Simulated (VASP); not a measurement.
# Co (P6/mmm) in VASP: further runs

Runs on Co. Level: PBEsol. Tasks: single point, relaxation of cell and atoms.

All numbers are computed with VASP 6.6.1; they aren't measurements. Logs are shortened: lines on timing, memory, paths and dates and some standing lists are left out, and cuts for length are marked.

## (1) The cell of the first run

Symmetry: P6/mmm, No. 191, hexagonal system. The conventional cell has a = 2.407 Å, b = 2.407 Å, c = 2.256 Å, α = 90.00°, β = 90.00°, γ = 120.00°. Co (site symmetry 6/mmm) has 8 Co at 2.26 to 2.41 Å within 3.0 Å.

This isn't the form of Co at room conditions, which is hcp.

## (2) Single point, PBEsol, collinear spin, ferromagnetic start

The input, INCAR:

```
  ALGO = Fast
  EDIFF = 1E-6
  ENCUT = 520
  GGA = PS
  ISIF = 2
  ISMEAR = 0
  ISPIN = 2
  LASPH = True
  LCHARG = False
  LMAXMIX = 4
  LORBIT = 11
  LREAL = False
  LWAVE = False
  MAGMOM = 1.74
  NBANDS = 14
  NELM = 150
  PREC = Accurate
  SIGMA = 0.1
```

The input, KPOINTS:

```
k-points
0
Gamma
  9 9 8
```

The input, POSCAR:

```
Co
1.0
    2.4066096659      0.0000000000      0.0000000000
   -1.2033048329      2.0841851076      0.0000000000
    0.0000000000      0.0000000000      2.2556838931
Co
1
Direct
    0.0000000000      0.0000000000      0.0000000000
```

Potentials or basis: VASP PAW PBE potentials, release 64 (Co).

Run with:

```console
$ cat potpaw_PBE.64/Co/POTCAR > POTCAR
$ mpirun -np 1 vasp_std > vasp.out
```

OUTCAR:

```text
EDIFF = 1E-6
   ENCUT = 520
   GGA = PS
   ISIF = 2
   ISMEAR = 0
   ISPIN = 2
   LASPH = True
   LORBIT = 11
   LREAL = False
   NELM = 150
   PREC = Accurate

 ion  position               nearest neighbor table
   1  0.000  0.000  0.000-

  LATTYP: Found a hexagonal cell.
 ALAT       =     2.4066096659
 C/A-ratio  =     0.9372869747

  Lattice vectors:

 A1 = (   2.4066096659,   0.0000000000,   0.0000000000)
 A2 = (  -1.2033048329,   2.0841851076,   0.0000000000)
 A3 = (   0.0000000000,   0.0000000000,   2.2556838931)

Analysis of symmetry for initial positions (statically):
=====================================================================
 Subroutine PRICEL returns:
 Original cell was already a primitive cell.

 Routine SETGRP: Setting up the symmetry group for a
 hexagonal supercell.

 Subroutine GETGRP returns: Found 24 space group operations
 (whereof 24 operations were pure point group operations)
 out of a pool of 24 trial point group operations.

The static configuration has the point symmetry D_6h.

Analysis of symmetry for dynamics (positions and initial velocities):
=====================================================================
 Subroutine PRICEL returns:
 Original cell was already a primitive cell.

 Routine SETGRP: Setting up the symmetry group for a
 hexagonal supercell.

 Subroutine GETGRP returns: Found 24 space group operations
 (whereof 24 operations were pure point group operations)
 out of a pool of 24 trial point group operations.

The dynamic configuration has the point symmetry D_6h.

Analysis of structural, dynamic, and magnetic symmetry:
=====================================================================
 Subroutine PRICEL returns:
 Original cell was already a primitive cell.

 Routine SETGRP: Setting up the symmetry group for a
 hexagonal supercell.

 Subroutine GETGRP returns: Found 24 space group operations
 (whereof 24 operations were pure point group operations)
 out of a pool of 24 trial point group operations.

The overall configuration has the point symmetry D_6h.

 Subroutine INISYM returns: Found 24 space group operations
 (whereof 24 operations are pure point group operations),
 and found     1 'primitive' translations

----------------------------------------------------------------------------------------

                                     Primitive cell

  volume of cell :      11.3141

  direct lattice vectors                    reciprocal lattice vectors
     2.406609666  0.000000000  0.000000000     0.415522307  0.239901916  0.000000000
    -1.203304833  2.084185108  0.000000000     0.000000000  0.479803831  0.000000000
     0.000000000  0.000000000  2.255683893     0.000000000  0.000000000  0.443324529

  length of vectors
     2.406609666  2.406609666  2.255683893     0.479803831  0.479803831  0.443324529

  position of ions in fractional coordinates (direct lattice)
     0.000000000  0.000000000  0.000000000

  ion indices of the primitive-cell ions
   primitive index   ion index
                 1           1

----------------------------------------------------------------------------------------

 KPOINTS: k-points

Automatic generation of k-mesh.
 Grid dimensions read from file:
 generate k-points for:    9    9    8

 Generating k-lattice:

  Cartesian coordinates                     Fractional coordinates (reciprocal lattice)
     0.046169145  0.026655768  0.000000000     0.111111111  0.000000000  0.000000000
     0.000000000  0.053311537  0.000000000     0.000000000  0.111111111  0.000000000
     0.000000000  0.000000000  0.055415566     0.000000000  0.000000000  0.125000000

  Length of vectors
     0.053311537  0.053311537  0.055415566

  Shift w.r.t. Gamma in fractional coordinates (k-lattice)
     0.000000000  0.000000000  0.000000000

 Subroutine IBZKPT returns following result:
 ===========================================

 Found     60 irreducible k-points:

 Following reciprocal coordinates:
            Coordinates               Weight
  0.000000  0.000000  0.000000      1.000000
  0.111111 -0.000000  0.000000      6.000000
  0.222222  0.000000  0.000000      6.000000
  0.333333 -0.000000  0.000000      6.000000
  0.444444  0.000000  0.000000      6.000000
  0.111111  0.111111  0.000000      6.000000
[... 16 lines left out ...]
  0.333333  0.222222  0.125000     24.000000
  0.333333  0.333333  0.125000      4.000000
 [... further k-points ...]
   k-points           NKPTS =     60   k-points in BZ     NKDIM =     60   number of bands    NBANDS=     14
   number of dos      NEDOS =    301   number of ions     NIONS =      1
   total plane-waves  NPLWV =   5832
   dimension x,y,z NGX =    18 NGY =   18 NGZ =   18
   dimension x,y,z NGXF=    36 NGYF=   36 NGZF=   36
   ions per type =               1
   NGX,Y,Z   is equivalent  to a cutoff of  12.43, 12.43, 13.27 a.u.
   NGXF,Y,Z  is equivalent  to a cutoff of  24.87, 24.87, 26.53 a.u.
 SYSTEM =  unknown system
   PREC   = accura    normal or accurate (medium, high low for compatibility)
   ISTART =      0    job   : 0-new  1-cont  2-samecut
   ICHARG =      2    charge: 1-file 2-atom 10-const
   ISPIN  =      2    spin polarized calculation?
   LNONCOLLINEAR =      F non collinear calculations
   LSORBIT =      F    spin-orbit coupling
   LASPH  =      T    aspherical Exc in radial PAW
   ENCUT  =  520.0 eV  38.22 Ry    6.18 a.u.   4.47  4.47  4.19*2*pi/ulx,y,z
   NELM   =    150;   NELMIN=  2; NELMDL= -5     # of ELM steps
   EDIFF  = 0.1E-05   stopping-criterion for ELM
   LREAL  =      F    real-space projection
   EDIFFG = 0.1E-04   stopping-criterion for IOM
   NSW    =      0    number of steps for IOM
   IBRION =     -1    ionic relax: 0-MD 1-quasi-New 2-CG
   NFREE  =      0    steps in history (QN), initial steepest desc. (CG)
   ISIF   =      2    stress and relaxation
   ISYM   =      2    0-nonsym 1-usesym 2-fastsym
   POTIM  = 0.5000    time-step for ionic-motion
   TEBEG  =    0.0;   TEEND  =   0.0 temperature during run
   PSTRESS=    0.0 pullay stress
   NELECT =       9.0000    total number of electrons
   NUPDOWN=      -1.0000    fix difference up-down
   EMIN   =  10.00;   EMAX   =-10.00  energy-range for DOS
   EFERMI =   0.00;   METHOD = LEGACY
   ISMEAR =     0;   SIGMA  =   0.10  broadening in eV -4-tet -1-fermi 0-gaus
   EFERMI_NEDOS =   21; number of points for ismear=-14 and -15
   IALGO  =     68    algorithm
   IMIX   =      4    mixing-type and parameters
     AMIX     =   0.40;   BMIX     =  1.00
     AMIX_MAG =   1.60;   BMIX_MAG =  1.00
  volume/ion in A,a.u.               =      11.31        76.35
  Fermi-wavevector in a.u.,A,eV,Ry     =   1.516872  2.866472 31.305655  2.300901
  Thomas-Fermi vector in A             =   2.626203
   LORBIT       =     11    0 simple, 1 ext, 2 COOP (PROOUT), +10 PAW based schemes
   GGA     = PS    functional components
   LHFCALC =     F    Hartree Fock is set to
   AEXX    =    0.0000 exact exchange contribution
   IVDW    =     0    specifies the selected vdW correction
   LEPSILON=     F    determine dielectric tensor
   LRPA    =     F    only Hartree local field effects (RPA)
 spin polarized calculation
 RMM-DIIS sequential band-by-band and
 Gauss-broadening in eV      SIGMA  =   0.10
  energy-cutoff  :      520.00
  volume of cell :       11.31
 maximum number of plane-waves:       332
 NGX is ok and might be reduce to    18
   NGX =  9   NGY =  9   NGZ =  9

 number of electron       8.9999998 magnetization       1.6190183

 Free energy of the ion-electron system (eV)
  ---------------------------------------------------
  ext. energy  EPLUGINS =         0.00000000
  ---------------------------------------------------
  free energy    TOTEN  =        -7.17946286 eV

  energy without entropy =       -7.16990929  energy(sigma->0) =       -7.17468608

 E-fermi :   9.7124     XC(G=0): -13.2788

 val. band max:        9.7088852949   @ k =   0.3333   0.1111   0.2500
 cond. band min:       9.7132846181   @ k =   0.3333   0.1111   0.5000
 fundamental gap:      0.0043993232
 Fermi energy:         9.7124483604

 spin component 1

 k-point     1 :       0.0000    0.0000    0.0000
  band No.  band energies     occupation
      1       0.7807      1.00000
      2       5.1598      1.00000
      3       7.1022      1.00000
      4       7.1022      1.00000
      5       8.8943      1.00000
      6       8.8943      1.00000
      7      29.8641      0.00000
      8      32.2467      0.00000
      9      35.0375      0.00000
     10      35.9150      0.00000
     11      35.9150      0.00000
     12      38.1567      0.00000
     13      38.1567      0.00000
     14      45.1211      0.00000
[... 375 lines left out ...]
 k-point    24 :       0.3333    0.3333    0.1250
  band No.  band energies     occupation
      1       6.1821      1.00000
      2       6.1821      1.00000
      3       6.3299      1.00000
      4       7.8493      1.00000
      5       7.8493      1.00000
      6      15.5181      0.00000
      7      15.5181      0.00000
      8      17.1327      0.00000
      9      35.2297      0.00000
     10      35.2297      0.00000
     11      39.9688      0.00000
     12      46.3134      0.00000
     13      46.3134      0.00000
     14      47.4976      0.00000

 [... further k-points ...]

 spin component 2

 k-point     1 :       0.0000    0.0000    0.0000
  band No.  band energies     occupation
      1       0.9651      1.00000
      2       6.3020      1.00000
      3       8.5720      1.00000
      4       8.5720      1.00000
      5      11.0124      0.00000
      6      11.0124      0.00000
      7      30.2386      0.00000
      8      32.1603      0.00000
      9      35.3850      0.00000
     10      36.4597      0.00000
     11      36.4597      0.00000
     12      38.4819      0.00000
     13      38.4819      0.00000
     14      45.7559      0.00000
[... 375 lines left out ...]
 k-point    24 :       0.3333    0.3333    0.1250
  band No.  band energies     occupation
      1       7.2418      1.00000
      2       7.2418      1.00000
      3       7.4875      1.00000
      4       9.7584      0.25806
      5       9.7584      0.25806
      6      16.3004      0.00000
      7      16.3004      0.00000
      8      17.7760      0.00000
      9      35.4496      0.00000
     10      35.4496      0.00000
     11      40.6349      0.00000
     12      46.5826      0.00000
     13      46.5826      0.00000
     14      48.0761      0.00000

 [... further k-points ...]
[... 5 lines left out ...]
  --------------------------------------------------------------------------------------
  -------------------------------------------------------------------------------------
  Total       -0.0824723     -0.0824723     -0.1033589     -0.0000000      0.0000000      0.0000000
  in kB      -11.6788074    -11.6788074    -14.6365290     -0.0000000      0.0000000      0.0000000
  external PRESSURE =     -12.6647146 kB  Pullay stress =       0.0000000 kB

 VOLUME and BASIS-vectors are now :
 -----------------------------------------------------------------------------
  energy-cutoff  :      520.00
  volume of cell :       11.31
      direct lattice vectors                 reciprocal lattice vectors
     2.406609666  0.000000000  0.000000000     0.415522307  0.239901916  0.000000000
    -1.203304833  2.084185108  0.000000000     0.000000000  0.479803831  0.000000000
     0.000000000  0.000000000  2.255683893     0.000000000  0.000000000  0.443324529

 POSITION                                       TOTAL-FORCE (eV/Angst)
 -----------------------------------------------------------------------------------
      0.00000      0.00000      0.00000         0.000000      0.000000      0.000000
 -----------------------------------------------------------------------------------
    total drift:                               -0.000000      0.000000     -0.000000

  FREE ENERGIE OF THE ION-ELECTRON SYSTEM (eV)
  ---------------------------------------------------
  free  energy   TOTEN  =        -7.1794628593 eV

  energy  without entropy=       -7.1699092937  energy(sigma->0) =       -7.17468608

 total charge

# of ion       s       p       d       tot
------------------------------------------
    1        0.510   0.489   7.301   8.300

 magnetization (x)

# of ion       s       p       d       tot
------------------------------------------
    1        0.003  -0.008   1.623   1.617
```

Run time: 13 s. Hardware: 1 thread of AMD EPYC 9R45 (Zen 5), shared host; peak memory 0.1 GiB.

What came out:

| Property | Result |
| --- | --- |
| Free energy | -7.1795 eV |
| Pressure | -1.3 GPa |
| Net moment | 1.62 μB per cell |
| Site moments | Co +1.62 μB |
| Valence electrons inside the program's atomic spheres | Co 8.30 |

Caveat: the PAW data sets were made with another functional, which shifts forces and pressure a little.

## (3) Relaxation of cell and atoms, PBEsol, collinear spin, ferromagnetic start

This run uses another cell than the first one, of 11.02 Å³/atom.

The input, INCAR:

```
SYSTEM = Co
PREC = Accurate
ENCUT = 600
EDIFF = 1E-7
ISMEAR = 0
SIGMA = 0.1
LREAL = .FALSE.
LASPH = .TRUE.
NELM = 150
ALGO = Fast
ISIF = 3
LWAVE = .FALSE.
LCHARG = .FALSE.
ISPIN = 2
MAGMOM = 1.74
LORBIT = 11
LMAXMIX = 4
GGA = PS
IBRION = 2
NSW = 90
EDIFFG = -0.04
```

The input, KPOINTS:

```
Automatic mesh
0
G
  9 9 8
  0 0 0
```

The input, POSCAR:

```
Co
1.0
    2.3879852247      0.0000000000      0.0000000000
   -1.1939926123      2.0680558684      0.0000000000
    0.0000000000      0.0000000000      2.2312736943
Co
1
Direct
    0.0000000000      0.0000000000      0.0000000000
```

Potentials or basis: VASP PAW PBE potentials, release 64 (Co).

Run with:

```console
$ cat potpaw_PBE.64/Co/POTCAR > POTCAR
$ mpirun -np 1 vasp_std > vasp.out
```

It took 24 s on 1 thread of AMD EPYC 9R45 (Zen 5), shared host; peak memory 0.11 GiB.

Results (log left out):

```yaml
Free_energy: -7.1793 eV
Relaxed_volume: 11.25 Å³/atom
Relaxed_cell: a = 2.405 Å, b = 2.405 Å, c = 2.248 Å, α = 90.00°, β = 90.00°, γ = 120.00°
Space_group_after_relaxing_to_0.1_Å: P6/mmm (No. 191)
Energy_gained_by_relaxing: 2.9 meV/atom
Ionic_steps: 3
Pressure_after_relaxing: 0.0 GPa
Net_moment: 1.61 μB per cell
Site_moments: Co +1.60 μB
Valence_electrons_inside_the_program's_atomic_spheres: Co 8.31
```

Stress tensor (GPa, compression positive):
```
-0.12  0.00  0.00
 0.00 -0.12  0.00
 0.00  0.00  0.29
```

The path:
```
step  energy change (eV)  largest force (eV/Å)  pressure (GPa)  volume (Å³)
   1              0.0000                0.0000            4.16        11.02
   2             -0.0006                0.0000           -3.15        11.48
   3             -0.0029                0.0000            0.02        11.25
```

Final structure:
```cif
data_structure
_symmetry_space_group_name_H-M 'P 1'
_symmetry_Int_Tables_number 1
_cell_length_a 2.4047
_cell_length_b 2.4047
_cell_length_c 2.2475
_cell_angle_alpha 90.000
_cell_angle_beta 90.000
_cell_angle_gamma 120.000
_cell_volume 11.25
loop_
_atom_site_label
_atom_site_type_symbol
_atom_site_fract_x
_atom_site_fract_y
_atom_site_fract_z
_atom_site_occupancy
Co1 Co 0.00000 0.00000 0.00000 1
```

Levels at points of the mesh, in eV from the Fermi level:
Spin up:
| k point | band 1 | band 2 | band 3 | band 4 | band 5 | band 6 | band 7 | band 8 | band 9 |
| --- | --- | --- | --- | --- | --- | --- | --- | --- | --- |
| (0.00, 0.00, 0.00) | -8.96 | -4.58 | -2.61 | -2.61 | -0.80 | -0.80 | 20.33 | 22.54 | 25.51 |
| (0.00, 0.00, 0.50) | -4.73 | -2.25 | -2.25 | -2.09 | -2.09 | -1.66 | 4.40 | 27.73 | 30.17 |
Spin down:
| k point | band 1 | band 2 | band 3 | band 4 | band 5 | band 6 | band 7 | band 8 |
| --- | --- | --- | --- | --- | --- | --- | --- | --- |
| (0.00, 0.00, 0.00) | -8.77 | -3.45 | -1.15 | -1.15 | 1.31 | 1.31 | 20.71 | 22.45 |
| (0.00, 0.00, 0.50) | -4.02 | -1.53 | -0.75 | -0.75 | -0.13 | -0.13 | 5.45 | 27.74 |

Caveat: the PAW data sets were made with another functional, which shifts forces and pressure a little.

## (4) Single point, PBEsol, collinear spin, ferromagnetic start

This run uses another cell than the first one, of 11.37 Å³/atom.

The input, INCAR:

```
SYSTEM = Co
ALGO     = Normal         ! electronic algorithm
EDIFF    = 1E-6           ! SCF threshold, eV
ENCUT    = 520            ! plane-wave cutoff, eV
GGA      = PS             ! functional
ISIF     = 2              ! what is computed and relaxed
ISMEAR   = 0              ! smearing method
ISPIN    = 2              ! spin polarisation
LASPH    = .TRUE.         ! aspherical terms in the spheres
LCHARG   = .FALSE.        ! write CHGCAR
LMAXMIX  = 4              ! l up to which the mixer works
LORBIT   = 11             ! projections on sites
LREAL    = .FALSE.        ! projectors in reciprocal space
LWAVE    = .FALSE.        ! write WAVECAR
MAGMOM   = 1.79           ! initial moments
NBANDS   = 14             ! bands
NELM     = 150            ! most SCF steps
PREC     = Accurate       ! precision mode
SIGMA    = 0.1            ! smearing width, eV
```

The input, KPOINTS:

```
k-points
0
G
  27 27 24
  0 0 0
```

The input, POSCAR:

```
Co
1.0
    2.4119853422      0.0000000000      0.0000000000
   -1.2059926711      2.0888405799      0.0000000000
    0.0000000000      0.0000000000      2.2572174972
Co
1
Direct
    0.0000000000      0.0000000000      0.0000000000
```

Run with:

```console
$ cat potpaw_PBE.64/Co/POTCAR > POTCAR
$ mpirun -np 1 vasp_std > vasp.out
```

Run time: 2.8 min. Hardware: 1 thread of AMD EPYC 9R45 (Zen 5), shared host; peak memory 0.3 GiB.

Results (log left out):

| Quantity | Value |
| --- | --- |
| Free energy | -7.1768 eV |
| Pressure | -0.9 GPa |
| Net moment | 1.68 μB per cell |
| Site moments | Co +1.68 μB |
| Valence electrons inside the program's atomic spheres | Co 8.29 |

Stress tensor (GPa, compression positive):
```
-0.74  0.00  0.00
 0.00 -0.74  0.00
 0.00  0.00 -1.20
```

Levels at points of the mesh, in eV from the Fermi level:
Spin up:
```tsv
k point	band 1	band 2	band 3	band 4	band 5	band 6	band 7	band 8	band 9	band 10
(0.00, 0.00, 0.00)	-8.94	-4.58	-2.67	-2.67	-0.87	-0.87	20.11	22.43	25.24	26.02
(0.00, 0.00, 0.50)	-4.75	-2.32	-2.32	-2.13	-2.13	-1.69	4.25	27.58	30.01	30.01
```
Spin down:
| k point | band 1 | band 2 | band 3 | band 4 | band 5 | band 6 | band 7 | band 8 |
| --- | --- | --- | --- | --- | --- | --- | --- | --- |
| (0.00, 0.00, 0.00) | -8.75 | -3.38 | -1.12 | -1.12 | 1.30 | 1.30 | 20.49 | 22.34 |
| (0.00, 0.00, 0.50) | -4.00 | -1.56 | -0.72 | -0.72 | -0.11 | -0.11 | 5.37 | 27.58 |

Caveat: the PAW data sets were made with another functional, which shifts forces and pressure a little.

## (5) Overview

| task | cell | k mesh | cutoff (eV) | gap on the mesh (eV) | pressure (GPa) | moment (μB) |
| --- | --- | --- | --- | --- | --- | --- |
| single point | a = 2.407, b = 2.407, c = 2.256 Å, angles 90.0, 90.0, 120.0°, 1 atom | 9 × 9 × 8 | 520 | none | -1.3 | 1.62 |
| relaxation of cell and atoms | relaxed from a = 2.388, b = 2.388, c = 2.231 Å, angles 90.0, 90.0, 120.0°, 1 atom | 9 × 9 × 8 | 600 | none | 0.0 | 1.61 |
| single point | a = 2.412, b = 2.412, c = 2.257 Å, angles 90.0, 90.0, 120.0°, 1 atom | 27 × 27 × 24 | 520 | none | -0.9 | 1.68 |

Alike in all rows: level PBEsol; potentials or basis VASP PAW PBE potentials, release 64 (Co); spin collinear, ferromagnetic start; smearing gaussian 0.1 eV.

Caveats: the PAW data sets were made with another functional, which shifts forces and pressure a little.

Absolute energies hang on the potentials; compare differences alone.
